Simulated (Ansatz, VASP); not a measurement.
## One calculation of RbCl, two programs

The input INCAR:

```
SYSTEM = RbCl
  PREC = Accurate
  ENCUT = 500
  EDIFF = 1E-6
  ISMEAR = 0
  SIGMA = 0.02
  LREAL = .False.
  LASPH = .True.
  NELM = 120
  ALGO = Normal
  ISIF = 2
  LWAVE = .False.
  LCHARG = .True.
  GGA = PE
  LELF = .True.
  LVHAR = .True.
  NBANDS = 15
  GGA_COMPAT = .False.
```

File KPOINTS:

```
Automatic mesh
0
Gamma
  6 6 6
  0 0 0
```

File POSCAR:

```
RbCl
1.0
    0.0000000000      3.4148118228      3.4148118228
    3.4148118228      0.0000000000      3.4148118228
    3.4148118228      3.4148118228      0.0000000000
Rb Cl
1 1
Direct
    0.0000000000      0.0000000000      0.0000000000
    0.5000000000      0.5000000000      0.5000000000
```

Input for Ansatz:

```yaml
crystal:
  lattice:
    - [0.0, 3.4148118228, 3.4148118228]
    - [3.4148118228, 0.0, 3.4148118228]
    - [3.4148118228, 3.4148118228, 0.0]
  atoms:
    - { symbol: Rb, position: [0.0, 0.0, 0.0] }
    - { symbol: Cl, position: [0.5, 0.5, 0.5] }
basis:
  ecutwfc: 420
kpoints:
  mp_grid: { grid: [6, 6, 6] }
hamiltonian:
  xc: pbe
scf:
  occupations: { method: gaussian, width: 0.02 }
output:
  forces: true
  stress: true
  eigenvalues: true
```

Alike in both runs: task single point; functional PBE; k mesh 6 × 6 × 6; occupations gaussian, width 0.02 eV; no spin polarisation.

```csv
,VASP,Ansatz
version,VASP 6.6.1,Ansatz 0.2.0
potentials or method,"VASP PAW PBE potentials, release 64 (Rb_sv, Cl), cutoff 500 eV","scalar-relativistic, plane waves, PAW"
valence electrons in the cell,16,16
```

```tsv
	VASP	Ansatz	Ansatz less VASP
gap on the k mesh at the Fermi level (eV)	4.66	4.66	+0.002
least direct gap on the mesh (eV)	4.66	4.66	+0.002
pressure (GPa)	-0.7	-0.7	+0.01
```

The functional is the same, so the differences come from potentials, cutoffs and numerics.
